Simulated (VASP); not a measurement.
# SrMg (Pm-3m) in VASP: notebook

SrMg is run at these levels: LDA; tasks: electric field gradients.

Program: VASP 6.6.1. These are calculated values, not measurements. Logs are shortened: lines on timing, memory, paths and dates and some standing lists are left out, and cuts for length are marked.

## Step 1: The cell of the first run

The structure is cubic, space group Pm-3m (No. 221). Conventional cell: a = 3.926 Å, b = 3.926 Å, c = 3.926 Å, α = 90.00°, β = 90.00°, γ = 90.00°. Sr (site symmetry m-3m) has 8 Mg at 3.40 Å and 6 Sr at 3.93 Å within 4.5 Å. Within 4.5 Å of Mg (site symmetry m-3m) lie 8 Sr at 3.40 Å and 6 Mg at 3.93 Å.

## Step 2: Electric field gradients, LDA (volume scaled by 1.02)

INCAR reads:

```
PREC     = Accurate       # precision mode
ENCUT    = 520            # plane-wave cutoff, eV
EDIFF    = 1E-8           # SCF threshold, eV
ISMEAR   = -1             # smearing method
SIGMA    = 0.05           # smearing width, eV
LREAL    = F              # projectors in reciprocal space
LASPH    = T              # aspherical terms in the spheres
NELM     = 100            # most SCF steps
ALGO     = Normal         # electronic algorithm
ISIF     = 2              # what is computed and relaxed
LWAVE    = F              # write WAVECAR
LCHARG   = F              # write CHGCAR
LEFG     = T            
NBANDS   = 13             # bands
```

KPOINTS reads:

```
regular mesh
0
Gamma
  9 9 9
```

POSCAR reads:

```
SrMg
1.0
    3.9258285673      0.0000000000      0.0000000000
    0.0000000000      3.9258285673      0.0000000000
    0.0000000000      0.0000000000      3.9258285673
Sr Mg
1 1
Direct
    0.5000000000      0.5000000000      0.5000000000
    0.0000000000      0.0000000000      0.0000000000
```

Potentials or basis: VASP PAW LDA potentials, release 64 (Sr_sv, Mg).

Launch:

```
cat potpaw_LDA.64/Sr_sv/POTCAR potpaw_LDA.64/Mg/POTCAR > POTCAR
mpirun -np 1 vasp_std > vasp.out
```

OUTCAR:

```text
PREC = Accurate
   ENCUT = 520
   EDIFF = 1E-8
   ISMEAR = -1
   LREAL = F
   LASPH = T
   NELM = 100
   ISIF = 2

 ion  position               nearest neighbor table
   1  0.500  0.500  0.500-   2 3.40   2 3.40   2 3.40   2 3.40   2 3.40   2 3.40   2 3.40   2 3.40

   2  0.000  0.000  0.000-   1 3.40   1 3.40   1 3.40   1 3.40   1 3.40   1 3.40   1 3.40   1 3.40

  LATTYP: Found a simple cubic cell.
 ALAT       =     3.9258285673

  Lattice vectors:

 A1 = (   3.9258285673,   0.0000000000,   0.0000000000)
 A2 = (   0.0000000000,   3.9258285673,   0.0000000000)
 A3 = (   0.0000000000,   0.0000000000,   3.9258285673)

Analysis of symmetry for initial positions (statically):
=====================================================================
 Subroutine PRICEL returns:
 Original cell was already a primitive cell.

 Routine SETGRP: Setting up the symmetry group for a
 simple cubic supercell.

 Subroutine GETGRP returns: Found 48 space group operations
 (whereof 48 operations were pure point group operations)
 out of a pool of 48 trial point group operations.

The static configuration has the point symmetry O_h .

Analysis of symmetry for dynamics (positions and initial velocities):
=====================================================================
 Subroutine PRICEL returns:
 Original cell was already a primitive cell.

 Routine SETGRP: Setting up the symmetry group for a
 simple cubic supercell.

 Subroutine GETGRP returns: Found 48 space group operations
 (whereof 48 operations were pure point group operations)
 out of a pool of 48 trial point group operations.

The dynamic configuration has the point symmetry O_h .

 Subroutine INISYM returns: Found 48 space group operations
 (whereof 48 operations are pure point group operations),
 and found     1 'primitive' translations

----------------------------------------------------------------------------------------

                                     Primitive cell

  volume of cell :      60.5054

  direct lattice vectors                    reciprocal lattice vectors
     3.925828567  0.000000000  0.000000000     0.254723298  0.000000000  0.000000000
     0.000000000  3.925828567  0.000000000     0.000000000  0.254723298  0.000000000
     0.000000000  0.000000000  3.925828567     0.000000000  0.000000000  0.254723298

  length of vectors
     3.925828567  3.925828567  3.925828567     0.254723298  0.254723298  0.254723298

  position of ions in fractional coordinates (direct lattice)
     0.500000000  0.500000000  0.500000000
     0.000000000  0.000000000  0.000000000

  ion indices of the primitive-cell ions
   primitive index   ion index
                 1           1
                 2           2

----------------------------------------------------------------------------------------

 KPOINTS: regular mesh

Automatic generation of k-mesh.
 Grid dimensions read from file:
 generate k-points for:    9    9    9

 Generating k-lattice:

  Cartesian coordinates                     Fractional coordinates (reciprocal lattice)
     0.028302589  0.000000000  0.000000000     0.111111111  0.000000000  0.000000000
     0.000000000  0.028302589  0.000000000     0.000000000  0.111111111  0.000000000
     0.000000000  0.000000000  0.028302589     0.000000000  0.000000000  0.111111111

  Length of vectors
     0.028302589  0.028302589  0.028302589

  Shift w.r.t. Gamma in fractional coordinates (k-lattice)
     0.000000000  0.000000000  0.000000000

 Subroutine IBZKPT returns following result:
 ===========================================

 Found     35 irreducible k-points:

 Following reciprocal coordinates:
            Coordinates               Weight
  0.000000  0.000000  0.000000      1.000000
  0.111111  0.000000  0.000000      6.000000
  0.222222  0.000000  0.000000      6.000000
  0.333333  0.000000  0.000000      6.000000
  0.444444  0.000000  0.000000      6.000000
  0.111111  0.111111  0.000000     12.000000
[... 16 lines left out ...]
  0.333333  0.333333  0.111111     24.000000
  0.444444  0.333333  0.111111     48.000000
 [... further k-points ...]
   k-points           NKPTS =     35   k-points in BZ     NKDIM =     35   number of bands    NBANDS=     13
   number of dos      NEDOS =    301   number of ions     NIONS =      2
   total plane-waves  NPLWV =  27000
   dimension x,y,z NGX =    30 NGY =   30 NGZ =   30
   dimension x,y,z NGXF=    60 NGYF=   60 NGZF=   60
   ions per type =               1   1
   NGX,Y,Z   is equivalent  to a cutoff of  12.70, 12.70, 12.70 a.u.
   NGXF,Y,Z  is equivalent  to a cutoff of  25.41, 25.41, 25.41 a.u.
 SYSTEM =  unknown system
   PREC   = accura    normal or accurate (medium, high low for compatibility)
   ISTART =      0    job   : 0-new  1-cont  2-samecut
   ICHARG =      2    charge: 1-file 2-atom 10-const
   ISPIN  =      1    spin polarized calculation?
   LNONCOLLINEAR =      F non collinear calculations
   LSORBIT =      F    spin-orbit coupling
   LASPH  =      T    aspherical Exc in radial PAW
   ENCUT  =  520.0 eV  38.22 Ry    6.18 a.u.   7.30  7.30  7.30*2*pi/ulx,y,z
   NELM   =    100;   NELMIN=  2; NELMDL= -5     # of ELM steps
   EDIFF  = 0.1E-07   stopping-criterion for ELM
   LREAL  =      F    real-space projection
   EDIFFG = 0.1E-06   stopping-criterion for IOM
   NSW    =      0    number of steps for IOM
   IBRION =     -1    ionic relax: 0-MD 1-quasi-New 2-CG
   NFREE  =      0    steps in history (QN), initial steepest desc. (CG)
   ISIF   =      2    stress and relaxation
   ISYM   =      2    0-nonsym 1-usesym 2-fastsym
   POTIM  = 0.5000    time-step for ionic-motion
   TEBEG  =    0.0;   TEEND  =   0.0 temperature during run
   PSTRESS=    0.0 pullay stress
   NELECT =      12.0000    total number of electrons
   NUPDOWN=      -1.0000    fix difference up-down
   EMIN   =  10.00;   EMAX   =-10.00  energy-range for DOS
   EFERMI =   0.00;   METHOD = LEGACY
   ISMEAR =    -1;   SIGMA  =   0.05  broadening in eV -4-tet -1-fermi 0-gaus
   EFERMI_NEDOS =   21; number of points for ismear=-14 and -15
   IALGO  =     38    algorithm
   IMIX   =      4    mixing-type and parameters
     AMIX     =   0.40;   BMIX     =  1.00
     AMIX_MAG =   1.60;   BMIX_MAG =  1.00
  volume/ion in A,a.u.               =      30.25       204.16
  Fermi-wavevector in a.u.,A,eV,Ry     =   0.954708  1.804137 12.401268  0.911467
  Thomas-Fermi vector in A             =   2.083479
   LORBIT       =      0    0 simple, 1 ext, 2 COOP (PROOUT), +10 PAW based schemes
   GGA     = CA    functional components
   LHFCALC =     F    Hartree Fock is set to
   AEXX    =    0.0000 exact exchange contribution
   IVDW    =     0    specifies the selected vdW correction
   LEPSILON=     F    determine dielectric tensor
   LRPA    =     F    only Hartree local field effects (RPA)
 non-spin polarized calculation
  energy-cutoff  :      520.00
  volume of cell :       60.51
 maximum number of plane-waves:      1647
 NGX is ok and might be reduce to    30
   NGX = 15   NGY = 15   NGZ = 15

 number of electron      12.0000000 magnetization

 Free energy of the ion-electron system (eV)
  ---------------------------------------------------
  ext. energy  EPLUGINS =         0.00000000
  ---------------------------------------------------
  free energy    TOTEN  =        -3.87064997 eV

  energy without entropy =       -3.85845884  energy(sigma->0) =       -3.86455441

 E-fermi :   2.5299     XC(G=0):  -8.7858

 val. band max:        2.3703899914   @ k =   0.3333   0.3333   0.2222
 cond. band min:       2.5392917818   @ k =   0.2222   0.0000   0.0000
 fundamental gap:      0.1689017903
 Fermi energy:         2.5299186993

 k-point     1 :       0.0000    0.0000    0.0000
  band No.  band energies     occupation
      1     -32.9181      2.00000
      2     -14.9699      2.00000
      3     -14.9699      2.00000
      4     -14.9699      2.00000
      5      -2.6941      2.00000
      6       3.1508      0.00001
      7       3.1508      0.00001
      8       6.8905      0.00000
      9       6.8905      0.00000
     10       6.8905      0.00000
     11       7.5211      0.00000
     12       7.5211      0.00000
     13       7.5211      0.00000

 k-point     2 :       0.1111    0.0000    0.0000
  band No.  band energies     occupation
      1     -32.9161      2.00000
      2     -15.0047      2.00000
      3     -14.9668      2.00000
      4     -14.9668      2.00000
      5      -2.5405      2.00000
      6       3.0467      0.00006
      7       3.2359      0.00000
      8       6.3302      0.00000
      9       6.3302      0.00000
     10       6.6407      0.00000
     11       7.5651      0.00000
     12       8.1093      0.00000
     13       8.1093      0.00000

 k-point     3 :       0.2222    0.0000    0.0000
  band No.  band energies     occupation
      1     -32.9113      2.00000
      2     -15.0913      2.00000
      3     -14.9590      2.00000
      4     -14.9590      2.00000
      5      -2.0977      2.00000
      6       2.5393      0.90654
      7       3.4764      0.00000
      8       5.6522      0.00000
      9       5.6522      0.00000
     10       6.6390      0.00000
     11       7.6820      0.00000
     12       8.8997      0.00000
     13       8.8997      0.00000
[... 305 lines left out ...]
 k-point    23 :       0.3333    0.3333    0.1111
  band No.  band energies     occupation
      1     -32.8920      2.00000
      2     -15.1561      2.00000
      3     -15.1475      2.00000
      4     -14.9623      2.00000
      5      -0.3710      2.00000
      6       2.0751      1.99978
      7       2.7432      0.02770
      8       4.5125      0.00000
      9       5.1439      0.00000
     10       5.9183      0.00000
     11       8.5257      0.00000
     12       8.5941      0.00000
     13       9.2598      0.00000

 k-point    24 :       0.4444    0.3333    0.1111
  band No.  band energies     occupation
      1     -32.8885      2.00000
      2     -15.2097      2.00000
      3     -15.1427      2.00000
      4     -14.9563      2.00000
      5       0.0649      2.00000
      6       1.6587      2.00000
      7       2.8743      0.00204
      8       4.1477      0.00000
      9       5.4345      0.00000
     10       5.8509      0.00000
     11       8.3948      0.00000
     12       8.8343      0.00000
     13       9.1433      0.00000

 [... further k-points ...]
[... 5 lines left out ...]
  --------------------------------------------------------------------------------------
  -------------------------------------------------------------------------------------
  Total        0.9837540      0.9837540      0.9837540      0.0000000     -0.0000000      0.0000000
  in kB       26.0497235     26.0497235     26.0497235      0.0000000     -0.0000000      0.0000000
  external PRESSURE =      26.0497235 kB  Pullay stress =       0.0000000 kB

 VOLUME and BASIS-vectors are now :
 -----------------------------------------------------------------------------
  energy-cutoff  :      520.00
  volume of cell :       60.51
      direct lattice vectors                 reciprocal lattice vectors
     3.925828567  0.000000000  0.000000000     0.254723298  0.000000000  0.000000000
     0.000000000  3.925828567  0.000000000     0.000000000  0.254723298  0.000000000
     0.000000000  0.000000000  3.925828567     0.000000000  0.000000000  0.254723298

 POSITION                                       TOTAL-FORCE (eV/Angst)
 -----------------------------------------------------------------------------------
      1.96291      1.96291      1.96291         0.000000      0.000000      0.000000
      0.00000      0.00000      0.00000         0.000000      0.000000      0.000000
 -----------------------------------------------------------------------------------
    total drift:                                0.000000      0.000000      0.000000

  FREE ENERGIE OF THE ION-ELECTRON SYSTEM (eV)
  ---------------------------------------------------
  free  energy   TOTEN  =        -3.8706499729 eV

  energy  without entropy=       -3.8584588386  energy(sigma->0) =       -3.86455441

 Electric field gradients (V/A^2)
---------------------------------------------------------------------
 ion       V_xx      V_yy      V_zz      V_xy      V_xz      V_yz
---------------------------------------------------------------------
   1      -0.000    -0.000     0.000    -0.000    -0.000    -0.000
   2      -0.000    -0.000     0.000    -0.000     0.000     0.000
---------------------------------------------------------------------

 Electric field gradients after diagonalization (V/A^2)
 (convention: |V_zz| > |V_xx| > |V_yy|)
----------------------------------------------------------------------
 ion       V_xx      V_yy      V_zz     asymmetry (V_yy - V_xx)/ V_zz
----------------------------------------------------------------------
   1       0.000    -0.000    -0.000       0.609
   2      -0.000    -0.000     0.000       0.004
----------------------------------------------------------------------

           NMR quadrupolar parameters

 Cq : quadrupolar parameter    Cq=e*Q*V_zz/h
 eta: asymmetry parameters     (V_yy - V_xx)/ V_zz
 Q  : nuclear electric quadrupole moment in mb (millibarn)
----------------------------------------------------------------------
 ion       Cq(MHz)       eta       Q (mb)
----------------------------------------------------------------------
   1      -0.000       0.609       1.000
   2       0.000       0.004       1.000
----------------------------------------------------------------------
```

Run time: 22 s. Hardware: 1 thread of AMD EPYC 7R13 (Zen 3), shared host; peak memory 0.13 GiB.

What came out:

```yaml
Free_energy: -3.8706 eV
Pressure: 2.6 GPa
Band_gap_on_the_k_mesh: zero (band 6 reaches 3.16 eV, above the bottom of band 7 at 1.80 eV)
```

Levels at points of the mesh, in eV from the Fermi level:
| k point | band 3 | band 4 | band 5 | band 6 | band 7 | band 8 | band 9 | band 10 |
| --- | --- | --- | --- | --- | --- | --- | --- | --- |
| (0.00, 0.00, 0.00) | -17.50 | -17.50 | -5.22 | 0.62 | 0.62 | 4.36 | 4.36 | 4.36 |

Caveat: without QUAD_EFG the Cq values of the log hold for a quadrupole moment of 1 mb, not for the nuclei.

(Continued in part 2 of 2.)
